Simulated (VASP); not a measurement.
# FeGe2 (I4/mcm) in VASP: single point with PBEsol

Aim: the single point of FeGe2 with PBEsol.

Program: VASP 6.6.1. These are calculated values, not measurements. Logs are shortened: lines on timing, memory, paths and dates and some standing lists are left out, and cuts for length are marked.

**1. The cell of the first run**

Symmetry: I4/mcm, No. 140, tetragonal system. The conventional cell has a = 5.919 Å, b = 5.919 Å, c = 4.903 Å, α = 90.00°, β = 90.00°, γ = 90.00°. Fe (site symmetry 422) has 2 Fe at 2.45 Å and 8 Ge at 2.55 Å within 3.2 Å. Within 3.4 Å of Ge (site symmetry m2m) lie 4 Fe at 2.55 Å and 11 Ge at 2.59 to 3.17 Å.

**2. Single point, PBEsol, collinear spin, ferromagnetic start**

The input, INCAR:

```
SYSTEM = FeGe2
  ALGO = Normal
  EDIFF = 1E-6
  ENCUT = 520
  GGA = PS
  ISIF = 2
  ISMEAR = 0
  ISPIN = 2
  LASPH = .TRUE.
  LCHARG = .FALSE.
  LMAXMIX = 4
  LORBIT = 11
  LREAL = .FALSE.
  LWAVE = .FALSE.
  MAGMOM = 4 4 0 0 0 0
  NBANDS = 49
  NELM = 150
  PREC = Accurate
  SIGMA = 0.1
```

The input, KPOINTS:

```
k-points
0
G
  6 6 6
  0 0 0
```

The input, POSCAR:

```
FeGe2
1.0
   -2.9595565636      2.9595565636      2.4514030100
    2.9595565636     -2.9595565636      2.4514030100
    2.9595565636      2.9595565636     -2.4514030100
Fe Ge
2 4
Direct
    0.7500000000      0.7500000000      0.0000000000
    0.2500000000      0.2500000000      0.0000000000
    0.1548926100      0.6548926100      0.8097852200
    0.3451073900      0.1548926100      0.5000000000
    0.6548926100      0.8451073900      0.5000000000
    0.8451073900      0.3451073900      0.1902147800
```

Potentials or basis: VASP PAW PBE potentials, release 64 (Fe, Ge_d).

Launch:

```sh
$ cat potpaw_PBE.64/Fe/POTCAR potpaw_PBE.64/Ge_d/POTCAR > POTCAR
$ mpirun -np 1 vasp_std > vasp.out
```

OUTCAR:

```text
SYSTEM = FeGe2
   EDIFF = 1E-6
   ENCUT = 520
   GGA = PS
   ISIF = 2
   ISMEAR = 0
   ISPIN = 2
   LASPH = .TRUE.
   LORBIT = 11
   LREAL = .FALSE.
   NELM = 150
   PREC = Accurate

 ion  position               nearest neighbor table
   1  0.750  0.750  0.000-   2 2.45   2 2.45   6 2.55   3 2.55   3 2.55   6 2.55   5 2.55   4 2.55
                             5 2.55   4 2.55
   2  0.250  0.250  0.000-   1 2.45   1 2.45   6 2.55   3 2.55   3 2.55   6 2.55   4 2.55   4 2.55
                             5 2.55   5 2.55
   3  0.155  0.655  0.810-   1 2.55   2 2.55   1 2.55   2 2.55   6 2.59
   4  0.345  0.155  0.500-   1 2.55   2 2.55   2 2.55   1 2.55   5 2.59
   5  0.655  0.845  0.500-   2 2.55   1 2.55   1 2.55   2 2.55   4 2.59
   6  0.845  0.345  0.190-   1 2.55   2 2.55   1 2.55   2 2.55   3 2.59

  LATTYP: Found a body centered tetragonal cell.
 ALAT       =     5.9191131272
 C/A-ratio  =     0.8283007800

  Lattice vectors:

 A1 = (  -2.9595565636,   2.9595565636,   2.4514030100)
 A2 = (   2.9595565636,  -2.9595565636,   2.4514030100)
 A3 = (   2.9595565636,   2.9595565636,  -2.4514030100)

Analysis of symmetry for initial positions (statically):
=====================================================================
 Subroutine PRICEL returns:
 Original cell was already a primitive cell.

 Routine SETGRP: Setting up the symmetry group for a
 body centered tetragonal supercell.

 Subroutine GETGRP returns: Found 16 space group operations
 (whereof  8 operations were pure point group operations)
 out of a pool of 16 trial point group operations.

The static configuration has the point symmetry C_4h.
 The point group associated with its full space group is D_4h.

Analysis of symmetry for dynamics (positions and initial velocities):
=====================================================================
 Subroutine PRICEL returns:
 Original cell was already a primitive cell.

 Routine SETGRP: Setting up the symmetry group for a
 body centered tetragonal supercell.

 Subroutine GETGRP returns: Found 16 space group operations
 (whereof  8 operations were pure point group operations)
 out of a pool of 16 trial point group operations.

The dynamic configuration has the point symmetry C_4h.
 The point group associated with its full space group is D_4h.

Analysis of structural, dynamic, and magnetic symmetry:
=====================================================================
 Subroutine PRICEL returns:
 Original cell was already a primitive cell.

 Routine SETGRP: Setting up the symmetry group for a
 body centered tetragonal supercell.

 Subroutine GETGRP returns: Found 16 space group operations
 (whereof  8 operations were pure point group operations)
 out of a pool of 16 trial point group operations.

The overall configuration has the point symmetry C_4h.
 The point group associated with its full space group is D_4h.

 Subroutine INISYM returns: Found 16 space group operations
 (whereof  8 operations are pure point group operations),
 and found     1 'primitive' translations

----------------------------------------------------------------------------------------

                                     Primitive cell

  volume of cell :      85.8871

  direct lattice vectors                    reciprocal lattice vectors
    -2.959556564  2.959556564  2.451403010     0.000000000  0.168944228  0.203964831
     2.959556564 -2.959556564  2.451403010     0.168944228  0.000000000  0.203964831
     2.959556564  2.959556564 -2.451403010     0.168944228  0.168944228  0.000000000

  length of vectors
     4.850497585  4.850497585  4.850497585     0.264846757  0.264846757  0.238923219

  position of ions in fractional coordinates (direct lattice)
     0.750000000  0.750000000  0.000000000
     0.250000000  0.250000000  0.000000000
     0.154892610  0.654892610  0.809785220
     0.345107390  0.154892610  0.500000000
     0.654892610  0.845107390  0.500000000
     0.845107390  0.345107390  0.190214780

  ion indices of the primitive-cell ions
   primitive index   ion index
                 1           1
                 2           2
                 3           3
[... 37 lines left out ...]
  0.333333  0.166667  0.000000     16.000000
[... 16 lines left out ...]
 -0.333333 -0.333333  0.166667      8.000000
 -0.166667 -0.333333  0.166667      8.000000
 [... further k-points ...]
   k-points           NKPTS =     30   k-points in BZ     NKDIM =     30   number of bands    NBANDS=     49
   number of dos      NEDOS =    301   number of ions     NIONS =      6
   total plane-waves  NPLWV =  46656
   dimension x,y,z NGX =    36 NGY =   36 NGZ =   36
   dimension x,y,z NGXF=    72 NGYF=   72 NGZF=   72
   ions per type =               2   4
   NGX,Y,Z   is equivalent  to a cutoff of  12.34, 12.34, 12.34 a.u.
   NGXF,Y,Z  is equivalent  to a cutoff of  24.68, 24.68, 24.68 a.u.
 SYSTEM =  FeGe2
   PREC   = accura    normal or accurate (medium, high low for compatibility)
   ISTART =      0    job   : 0-new  1-cont  2-samecut
   ICHARG =      2    charge: 1-file 2-atom 10-const
   ISPIN  =      2    spin polarized calculation?
   LNONCOLLINEAR =      F non collinear calculations
   LSORBIT =      F    spin-orbit coupling
   LASPH  =      T    aspherical Exc in radial PAW
   ENCUT  =  520.0 eV  38.22 Ry    6.18 a.u.   9.02  9.02  9.02*2*pi/ulx,y,z
   NELM   =    150;   NELMIN=  2; NELMDL= -5     # of ELM steps
   EDIFF  = 0.1E-05   stopping-criterion for ELM
   LREAL  =      F    real-space projection
   EDIFFG = 0.1E-04   stopping-criterion for IOM
   NSW    =      0    number of steps for IOM
   IBRION =     -1    ionic relax: 0-MD 1-quasi-New 2-CG
   NFREE  =      0    steps in history (QN), initial steepest desc. (CG)
   ISIF   =      2    stress and relaxation
   ISYM   =      2    0-nonsym 1-usesym 2-fastsym
   POTIM  = 0.5000    time-step for ionic-motion
   TEBEG  =    0.0;   TEEND  =   0.0 temperature during run
   PSTRESS=    0.0 pullay stress
   NELECT =      72.0000    total number of electrons
   NUPDOWN=      -1.0000    fix difference up-down
   EMIN   =  10.00;   EMAX   =-10.00  energy-range for DOS
   EFERMI =   0.00;   METHOD = LEGACY
   ISMEAR =     0;   SIGMA  =   0.10  broadening in eV -4-tet -1-fermi 0-gaus
   EFERMI_NEDOS =   21; number of points for ismear=-14 and -15
   IALGO  =     38    algorithm
   IMIX   =      4    mixing-type and parameters
     AMIX     =   0.40;   BMIX     =  1.00
     AMIX_MAG =   1.60;   BMIX_MAG =  1.00
  volume/ion in A,a.u.               =      14.31        96.60
  Fermi-wavevector in a.u.,A,eV,Ry     =   1.543629  2.917036 32.419843  2.382791
  Thomas-Fermi vector in A             =   2.649265
   LORBIT       =     11    0 simple, 1 ext, 2 COOP (PROOUT), +10 PAW based schemes
   GGA     = PS    functional components
   LHFCALC =     F    Hartree Fock is set to
   AEXX    =    0.0000 exact exchange contribution
   IVDW    =     0    specifies the selected vdW correction
   LEPSILON=     F    determine dielectric tensor
   LRPA    =     F    only Hartree local field effects (RPA)
 spin polarized calculation
 Gauss-broadening in eV      SIGMA  =   0.10
  energy-cutoff  :      520.00
  volume of cell :       85.89
 maximum number of plane-waves:      2331
   NGX = 17   NGY = 17   NGZ = 17

 number of electron      72.0000006 magnetization       2.3137484

 Free energy of the ion-electron system (eV)
  ---------------------------------------------------
  ext. energy  EPLUGINS =         0.00000000
  ---------------------------------------------------
  free energy    TOTEN  =       -38.48663424 eV

  energy without entropy =      -38.47165260  energy(sigma->0) =      -38.47914342

 E-fermi :   7.8567     XC(G=0): -12.5848

 val. band max:        7.8514699609   @ k =   0.1667   0.1667   0.0000
 cond. band min:       7.8590197107   @ k =   0.3333   0.3333   0.1667
 fundamental gap:      0.0075497499
 Fermi energy:         7.8566581388

 spin component 1

 k-point     1 :       0.0000    0.0000    0.0000
  band No.  band energies     occupation
      1     -16.8193      1.00000
      2     -16.8045      1.00000
      3     -16.7987      1.00000
      4     -16.7824      1.00000
      5     -16.7695      1.00000
      6     -16.7695      1.00000
[... 1213 lines left out ...]
     47      15.4054      0.00000
     48      16.7191      0.00000

 [... further k-points ...]

 spin component 2

 k-point     1 :       0.0000    0.0000    0.0000
  band No.  band energies     occupation
      1     -16.8264      1.00000
      2     -16.8120      1.00000
      3     -16.8053      1.00000
      4     -16.7916      1.00000
      5     -16.7799      1.00000
      6     -16.7799      1.00000
[... 1213 lines left out ...]
     47      15.5263      0.00000
     48      16.7606      0.00000

 [... further k-points ...]

 [bands above 48 left out]

------------------------ aborting loop because EDIFF is reached ----------------------------------------

  FORCE on cell =-STRESS in cart. coord.  units (eV):
  Direction    XX          YY          ZZ          XY          YZ          ZX
  --------------------------------------------------------------------------------------
  -------------------------------------------------------------------------------------
  Total       -3.4330069     -3.4330069     -1.8475722      0.0000000     -0.0000000      0.0000000
  in kB      -64.0408761    -64.0408761    -34.4654533      0.0000000     -0.0000000      0.0000000
  external PRESSURE =     -54.1824018 kB  Pullay stress =       0.0000000 kB

 VOLUME and BASIS-vectors are now :
 -----------------------------------------------------------------------------
  energy-cutoff  :      520.00
  volume of cell :       85.89
      direct lattice vectors                 reciprocal lattice vectors
    -2.959556564  2.959556564  2.451403010     0.000000000  0.168944228  0.203964831
     2.959556564 -2.959556564  2.451403010     0.168944228  0.000000000  0.203964831
     2.959556564  2.959556564 -2.451403010     0.168944228  0.168944228  0.000000000

 POSITION                                       TOTAL-FORCE (eV/Angst)
 -----------------------------------------------------------------------------------
      0.00000      0.00000      3.67710        -0.000000      0.000000      0.000000
      0.00000      0.00000      1.22570        -0.000000      0.000000      0.000000
      3.87638      0.91683     -0.00000         0.118657      0.118657     -0.000000
      0.91683      2.04273      0.00000         0.118657     -0.118657     -0.000000
      2.04273      0.91683      2.45140        -0.118657      0.118657      0.000000
     -0.91683      2.04273      2.45140        -0.118657     -0.118657      0.000000
 -----------------------------------------------------------------------------------
    total drift:                               -0.000000     -0.000000      0.000000

  FREE ENERGIE OF THE ION-ELECTRON SYSTEM (eV)
  ---------------------------------------------------
  free  energy   TOTEN  =       -38.4866342354 eV

  energy  without entropy=      -38.4716526015  energy(sigma->0) =      -38.47914342

 total charge

# of ion       s       p       d       tot
------------------------------------------
    1        0.422   0.519   6.437   7.378
    2        0.422   0.519   6.437   7.378
    3        1.158   1.107  10.068  12.333
    4        1.158   1.107  10.068  12.333
    5        1.158   1.107  10.068  12.333
    6        1.158   1.107  10.068  12.333
--------------------------------------------------
tot          5.474   5.467  53.146  64.087

 magnetization (x)

# of ion       s       p       d       tot
------------------------------------------
    1        0.005   0.004   1.285   1.294
    2        0.005   0.004   1.285   1.294
    3       -0.001  -0.048  -0.002  -0.050
    4       -0.001  -0.048  -0.002  -0.050
    5       -0.001  -0.048  -0.002  -0.050
    6       -0.001  -0.048  -0.002  -0.050
--------------------------------------------------
tot          0.008  -0.186   2.563   2.385
```

Wall time 3.1 min (1 thread of Intel Xeon Platinum 8488C (Sapphire Rapids), shared host); peak memory 0.34 GiB.

What came out:

```yaml
Free_energy: -38.4866 eV
Pressure: -5.4 GPa
Largest_force: 0.168 eV/Å
Net_moment: 2.31 μB per cell
Site_moments: Fe +1.29; Ge -0.05 μB
Valence_electrons_inside_the_program's_atomic_spheres: Fe 7.38; Ge 12.33
```

Forces on the atoms (eV/Å):
```
Fe   0.000  0.000  0.000
Fe   0.000  0.000  0.000
Ge   0.119  0.119  0.000
Ge   0.119 -0.119  0.000
Ge  -0.119  0.119  0.000
Ge  -0.119 -0.119  0.000
```

Caveat: the cell stands under tension; the PAW data sets were made with another functional, which shifts forces and pressure a little.
